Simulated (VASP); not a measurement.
# Y (Immm) in VASP: notebook

Y is run at these levels: PBEsol; tasks: single point.

Program: VASP 6.6.1. These are calculated values, not measurements. Logs are shortened: lines on timing, memory, paths and dates and some standing lists are left out, and cuts for length are marked.

**1. The cell of the first run**

Symmetry: Immm, No. 71, orthorhombic system. The conventional cell has a = 3.510 Å, b = 3.554 Å, c = 4.965 Å, α = 90.00°, β = 90.00°, γ = 90.00°. Y (site symmetry mmm) has 12 Y at 3.51 to 3.55 Å within 4.6 Å.

**2. Single point, PBEsol (uniaxial strain along a: +1.0 %)**

Contents of INCAR:

```
  ALGO = Fast
  EDIFF = 1E-7
  ENCUT = 520
  GGA = PS
  ISIF = 2
  ISMEAR = 0
  LASPH = True
  LCHARG = False
  LREAL = False
  LWAVE = False
  NBANDS = 18
  NELM = 80
  PREC = Accurate
  SIGMA = 0.1
```

Contents of KPOINTS:

```
k-points
0
Gamma
  14 14 10
```

Contents of POSCAR:

```
Y
1.0
    2.5133570791      2.5133570791      0.0000000000
   -2.4822511746      2.4822511746      0.0000000000
    0.0000000000      0.0000000000      4.9645023493
Y
2
Direct
    0.0000000000      0.0000000000      0.0000000000
    0.5000000000      0.5000000000      0.5000000000
```

Potentials or basis: VASP PAW PBE potentials, release 64 (Y_sv).

The run is started by

```console
cat potpaw_PBE.64/Y_sv/POTCAR > POTCAR
mpirun -np 1 vasp_std > vasp.out
```

OUTCAR:

```text
EDIFF = 1E-7
   ENCUT = 520
   GGA = PS
   ISIF = 2
   ISMEAR = 0
   LASPH = True
   LREAL = False
   NELM = 80
   PREC = Accurate

 ion  position               nearest neighbor table
   1  0.000  0.000  0.000-   2 3.52   2 3.52   2 3.52   2 3.52   2 3.52   2 3.52   2 3.52   2 3.52

   2  0.500  0.500  0.500-   1 3.52   1 3.52   1 3.52   1 3.52   1 3.52   1 3.52   1 3.52   1 3.52

  LATTYP: Found a simple orthorhombic cell.
 ALAT       =     3.5104332763
 B/A-ratio  =     1.0125313283
 C/A-ratio  =     1.4142135624

  Lattice vectors:

 A1 = (   2.4822511746,  -2.4822511746,   0.0000000000)
 A2 = (   2.5133570791,   2.5133570791,   0.0000000000)
 A3 = (   0.0000000000,   0.0000000000,   4.9645023493)

Analysis of symmetry for initial positions (statically):
=====================================================================
 Subroutine PRICEL returns following result:

  LATTYP: Found a body centered orthorhombic cell.
 ALAT       =     3.5104332763
 B/A-ratio  =     1.0125313283
 C/A-ratio  =     1.4142135624

  Lattice vectors:

 A1 = (   2.4978041269,   0.0155529523,  -2.4822511747)
 A2 = (  -2.4978041269,  -0.0155529523,  -2.4822511747)
 A3 = (   0.0155529523,   2.4978041269,   2.4822511747)

   2 primitive cells build up your supercell.

 Routine SETGRP: Setting up the symmetry group for a
 simple orthorhombic supercell.

 Subroutine GETGRP returns: Found  8 space group operations
 (whereof  8 operations were pure point group operations)
 out of a pool of  8 trial point group operations.

The static configuration has the point symmetry D_2h.

Analysis of symmetry for dynamics (positions and initial velocities):
=====================================================================
 Subroutine PRICEL returns following result:

  LATTYP: Found a body centered orthorhombic cell.
 ALAT       =     3.5104332763
 B/A-ratio  =     1.0125313283
 C/A-ratio  =     1.4142135624

  Lattice vectors:

 A1 = (   2.4978041269,   0.0155529523,  -2.4822511747)
 A2 = (  -2.4978041269,  -0.0155529523,  -2.4822511747)
 A3 = (   0.0155529523,   2.4978041269,   2.4822511747)

   2 primitive cells build up your supercell.

 Routine SETGRP: Setting up the symmetry group for a
 simple orthorhombic supercell.

 Subroutine GETGRP returns: Found  8 space group operations
 (whereof  8 operations were pure point group operations)
 out of a pool of  8 trial point group operations.

The dynamic configuration has the point symmetry D_2h.

 Subroutine INISYM returns: Found  8 space group operations
 (whereof  8 operations are pure point group operations),
 and found     2 'primitive' translations

----------------------------------------------------------------------------------------

                                     Primitive cell

  volume of cell :      30.9725

  direct lattice vectors                    reciprocal lattice vectors
     2.497804127  0.015552952 -2.482251175     0.198937113  0.198937113 -0.201430059
    -2.497804127 -0.015552952 -2.482251175    -0.201430059  0.201430059 -0.201430059
     0.015552952  2.497804127  2.482251175    -0.002492946  0.400367171  0.000000000

  length of vectors
     3.521482393  3.521482393  3.521482393     0.346014477  0.348887096  0.400374933

  position of ions in fractional coordinates (direct lattice)
     0.000000000  0.000000000  0.000000000

  ion indices of the primitive-cell ions
   primitive index   ion index
                 1           1

----------------------------------------------------------------------------------------

 KPOINTS: k-points

Automatic generation of k-mesh.
 Grid dimensions read from file:
 generate k-points for:   14   14   10

 Generating k-lattice:

  Cartesian coordinates                     Fractional coordinates (reciprocal lattice)
     0.014209794  0.014209794  0.000000000     0.071428571  0.000000000  0.000000000
    -0.014387861  0.014387861  0.000000000     0.000000000  0.071428571  0.000000000
     0.000000000  0.000000000  0.020143006     0.000000000  0.000000000  0.100000000

  Length of vectors
     0.020095683  0.020347509  0.020143006

  Shift w.r.t. Gamma in fractional coordinates (k-lattice)
     0.000000000  0.000000000  0.000000000

 Subroutine IBZKPT returns following result:
 ===========================================

 Found    384 irreducible k-points:

 Following reciprocal coordinates:
            Coordinates               Weight
  0.000000  0.000000  0.000000      1.000000
  0.071429  0.000000  0.000000      2.000000
  0.142857  0.000000  0.000000      2.000000
  0.214286  0.000000  0.000000      2.000000
  0.285714  0.000000  0.000000      2.000000
  0.357143  0.000000  0.000000      2.000000
[... 16 lines left out ...]
  0.428571  0.142857  0.000000      4.000000
  0.500000  0.142857  0.000000      2.000000
 [... further k-points ...]
   k-points           NKPTS =    384   k-points in BZ     NKDIM =    384   number of bands    NBANDS=     18
   number of dos      NEDOS =    301   number of ions     NIONS =      2
   total plane-waves  NPLWV =  31360
   dimension x,y,z NGX =    28 NGY =   28 NGZ =   40
   dimension x,y,z NGXF=    56 NGYF=   56 NGZF=   80
   ions per type =               2
   NGX,Y,Z   is equivalent  to a cutoff of  13.10, 13.26, 13.39 a.u.
   NGXF,Y,Z  is equivalent  to a cutoff of  26.19, 26.52, 26.79 a.u.
 SYSTEM =  unknown system
   PREC   = accura    normal or accurate (medium, high low for compatibility)
   ISTART =      0    job   : 0-new  1-cont  2-samecut
   ICHARG =      2    charge: 1-file 2-atom 10-const
   ISPIN  =      1    spin polarized calculation?
   LNONCOLLINEAR =      F non collinear calculations
   LSORBIT =      F    spin-orbit coupling
   LASPH  =      T    aspherical Exc in radial PAW
   ENCUT  =  520.0 eV  38.22 Ry    6.18 a.u.   6.61  6.53  9.23*2*pi/ulx,y,z
   NELM   =     80;   NELMIN=  2; NELMDL= -5     # of ELM steps
   EDIFF  = 0.1E-06   stopping-criterion for ELM
   LREAL  =      F    real-space projection
   EDIFFG = 0.1E-05   stopping-criterion for IOM
   NSW    =      0    number of steps for IOM
   IBRION =     -1    ionic relax: 0-MD 1-quasi-New 2-CG
   NFREE  =      0    steps in history (QN), initial steepest desc. (CG)
   ISIF   =      2    stress and relaxation
   ISYM   =      2    0-nonsym 1-usesym 2-fastsym
   POTIM  = 0.5000    time-step for ionic-motion
   TEBEG  =    0.0;   TEEND  =   0.0 temperature during run
   PSTRESS=    0.0 pullay stress
   NELECT =      22.0000    total number of electrons
   NUPDOWN=      -1.0000    fix difference up-down
   EMIN   =  10.00;   EMAX   =-10.00  energy-range for DOS
   EFERMI =   0.00;   METHOD = LEGACY
   ISMEAR =     0;   SIGMA  =   0.10  broadening in eV -4-tet -1-fermi 0-gaus
   EFERMI_NEDOS =   21; number of points for ismear=-14 and -15
   IALGO  =     68    algorithm
   IMIX   =      4    mixing-type and parameters
     AMIX     =   0.40;   BMIX     =  1.00
     AMIX_MAG =   1.60;   BMIX_MAG =  1.00
  volume/ion in A,a.u.               =      30.97       209.01
  Fermi-wavevector in a.u.,A,eV,Ry     =   1.159348  2.190850 18.287427  1.344088
  Thomas-Fermi vector in A             =   2.295941
   LORBIT       =      0    0 simple, 1 ext, 2 COOP (PROOUT), +10 PAW based schemes
   GGA     = PS    functional components
   LHFCALC =     F    Hartree Fock is set to
   AEXX    =    0.0000 exact exchange contribution
   IVDW    =     0    specifies the selected vdW correction
   LEPSILON=     F    determine dielectric tensor
   LRPA    =     F    only Hartree local field effects (RPA)
 non-spin polarized calculation
 RMM-DIIS sequential band-by-band and
 Gauss-broadening in eV      SIGMA  =   0.10
  energy-cutoff  :      520.00
  volume of cell :       61.94
 maximum number of plane-waves:      1693
 NGX is ok and might be reduce to    28
   NGX = 13   NGY = 13   NGZ = 19

 number of electron      22.0000001 magnetization

 Free energy of the ion-electron system (eV)
  ---------------------------------------------------
  ext. energy  EPLUGINS =         0.00000000
  ---------------------------------------------------
  free energy    TOTEN  =       -13.60996709 eV

  energy without entropy =      -13.59560570  energy(sigma->0) =      -13.60278639

 E-fermi :   3.2260     XC(G=0):  -9.7630

 val. band max:        3.2247540227   @ k =   0.2143   0.3571   0.4000
 cond. band min:       3.2280384312   @ k =   0.5000   0.1429   0.1000
 fundamental gap:      0.0032844086
 Fermi energy:         3.2260082895

 k-point     1 :       0.0000    0.0000    0.0000
  band No.  band energies     occupation
      1     -39.2471      2.00000
      2     -39.1372      2.00000
      3     -19.5539      2.00000
      4     -19.1774      2.00000
      5     -19.1561      2.00000
      6     -18.9286      2.00000
[... 10 lines left out ...]
     17       7.2288      0.00000
     18       8.7600      0.00000

 k-point     2 :       0.0714    0.0000    0.0000
  band No.  band energies     occupation
      1     -39.2445      2.00000
      2     -39.1374      2.00000
      3     -19.5446      2.00000
      4     -19.1915      2.00000
      5     -19.1518      2.00000
      6     -18.9496      2.00000
[... 10 lines left out ...]
     17       7.2207      0.00000
     18       8.4776      0.00000

 k-point     3 :       0.1429    0.0000    0.0000
  band No.  band energies     occupation
      1     -39.2371      2.00000
      2     -39.1380      2.00000
      3     -19.5175      2.00000
      4     -19.2302      2.00000
      5     -19.1391      2.00000
      6     -19.0083      2.00000
[... 10 lines left out ...]
     17       7.2244      0.00000
     18       7.9006      0.00000

 k-point     4 :       0.2143    0.0000    0.0000
  band No.  band energies     occupation
      1     -39.2256      2.00000
      2     -39.1396      2.00000
      3     -19.4743      2.00000
      4     -19.2840      2.00000
      5     -19.1193      2.00000
      6     -19.0936      2.00000
[... 10 lines left out ...]
     17       7.3047      0.00000
     18       7.3354      0.00000

 k-point     5 :       0.2857    0.0000    0.0000
  band No.  band energies     occupation
      1     -39.2115      2.00000
      2     -39.1428      2.00000
      3     -19.4179      2.00000
      4     -19.3398      2.00000
      5     -19.1897      2.00000
      6     -19.0941      2.00000
[... 10 lines left out ...]
     17       6.7862      0.00000
     18       7.6707      0.00000

 k-point     6 :       0.3571    0.0000    0.0000
  band No.  band energies     occupation
      1     -39.1961      2.00000
      2     -39.1482      2.00000
      3     -19.3839      2.00000
      4     -19.3520      2.00000
      5     -19.2804      2.00000
      6     -19.0763      2.00000
[... 10 lines left out ...]
     17       6.3809      0.00000
     18       7.8282      0.00000

 k-point     7 :       0.4286    0.0000    0.0000
  band No.  band energies     occupation
      1     -39.1810      2.00000
      2     -39.1565      2.00000
      3     -19.4046      2.00000
      4     -19.3519      2.00000
      5     -19.2808      2.00000
      6     -19.1393      2.00000
[... 10 lines left out ...]
     17       6.4713      0.00000
     18       7.3660      0.00000

 k-point     8 :       0.5000    0.0000    0.0000
  band No.  band energies     occupation
      1     -39.1675      2.00000
      2     -39.1675      2.00000
      3     -19.3946      2.00000
      4     -19.3946      2.00000
      5     -19.2086      2.00000
      6     -19.2086      2.00000
[... 10 lines left out ...]
     17       6.9065      0.00000
     18       6.9065      0.00000
[... 229 lines left out ...]
     17       6.9783      0.00000
     18       7.4547      0.00000

 k-point    20 :       0.2143    0.1429    0.0000
  band No.  band energies     occupation
      1     -39.2160      2.00000
      2     -39.1384      2.00000
      3     -19.4429      2.00000
      4     -19.2912      2.00000
      5     -19.1575      2.00000
      6     -19.1273      2.00000
[... 10 lines left out ...]
     17       6.4890      0.00000
     18       7.5941      0.00000

 k-point    21 :       0.2857    0.1429    0.0000
  band No.  band energies     occupation
      1     -39.2028      2.00000
      2     -39.1408      2.00000
      3     -19.3910      2.00000
      4     -19.3465      2.00000
      5     -19.2167      2.00000
      6     -19.1351      2.00000
[... 10 lines left out ...]
     17       6.2323      0.00000
     18       7.8309      0.00000

 k-point    22 :       0.3571    0.1429    0.0000
  band No.  band energies     occupation
      1     -39.1884      2.00000
      2     -39.1452      2.00000
      3     -19.3918      2.00000
      4     -19.3306      2.00000
      5     -19.3022      2.00000
      6     -19.1085      2.00000
[... 10 lines left out ...]
     17       6.3988      0.00000
     18       8.2576      0.00000

 k-point    23 :       0.4286    0.1429    0.0000
  band No.  band energies     occupation
      1     -39.1745      2.00000
      2     -39.1523      2.00000
      3     -19.4149      2.00000
      4     -19.3692      2.00000
      5     -19.2656      2.00000
      6     -19.1379      2.00000
[... 10 lines left out ...]
     17       6.8211      0.00000
     18       7.7700      0.00000

 k-point    24 :       0.5000    0.1429    0.0000
  band No.  band energies     occupation
      1     -39.1622      2.00000
      2     -39.1622      2.00000
      3     -19.4080      2.00000
      4     -19.4080      2.00000
      5     -19.2002      2.00000
      6     -19.2002      2.00000
[... 10 lines left out ...]
     17       7.2841      0.00000
     18       7.2841      0.00000

 [... further k-points ...]

------------------------ aborting loop because EDIFF is reached ----------------------------------------

  FORCE on cell =-STRESS in cart. coord.  units (eV):
  Direction    XX          YY          ZZ          XY          YZ          ZX
  --------------------------------------------------------------------------------------
  -------------------------------------------------------------------------------------
  Total       -0.1598549     -0.1598549     -0.0919144     -0.1657448      0.0000000      0.0000000
  in kB       -4.1345740     -4.1345740     -2.3773243     -4.2869146      0.0000000      0.0000000
  external PRESSURE =      -3.5488241 kB  Pullay stress =       0.0000000 kB

 VOLUME and BASIS-vectors are now :
 -----------------------------------------------------------------------------
  energy-cutoff  :      520.00
  volume of cell :       61.94
      direct lattice vectors                 reciprocal lattice vectors
     2.513357079  2.513357079  0.000000000     0.198937113  0.198937113  0.000000000
    -2.482251175  2.482251175  0.000000000    -0.201430059  0.201430059  0.000000000
     0.000000000  0.000000000  4.964502349     0.000000000  0.000000000  0.201430059

 POSITION                                       TOTAL-FORCE (eV/Angst)
 -----------------------------------------------------------------------------------
      0.00000      0.00000      0.00000        -0.000000      0.000000      0.000000
      0.01555      2.49780      2.48225         0.000000     -0.000000     -0.000000
 -----------------------------------------------------------------------------------
    total drift:                               -0.000000      0.000000      0.000000

  FREE ENERGIE OF THE ION-ELECTRON SYSTEM (eV)
  ---------------------------------------------------
  free  energy   TOTEN  =       -13.6099670884 eV

  energy  without entropy=      -13.5956056990  energy(sigma->0) =      -13.60278639
```

Wall time 11 min (1 thread of AMD EPYC 7R13 (Zen 3), shared host); peak memory 0.46 GiB.

What came out:

| Property | Result |
| --- | --- |
| Free energy | -13.6100 eV |
| Pressure | -0.4 GPa |
| Band gap on the k mesh | zero (bands 11 and 12 overlap by 1.78 eV) |

Stress tensor (GPa, compression positive):
```
-0.41 -0.43  0.00
-0.43 -0.41  0.00
 0.00  0.00 -0.24
```

Caveat: the cell differs from its parent crystal (uniaxial strain along a: +1.0 %); the PAW data sets were made with another functional, which shifts forces and pressure a little.

(Part 1 of 2 ends here.)
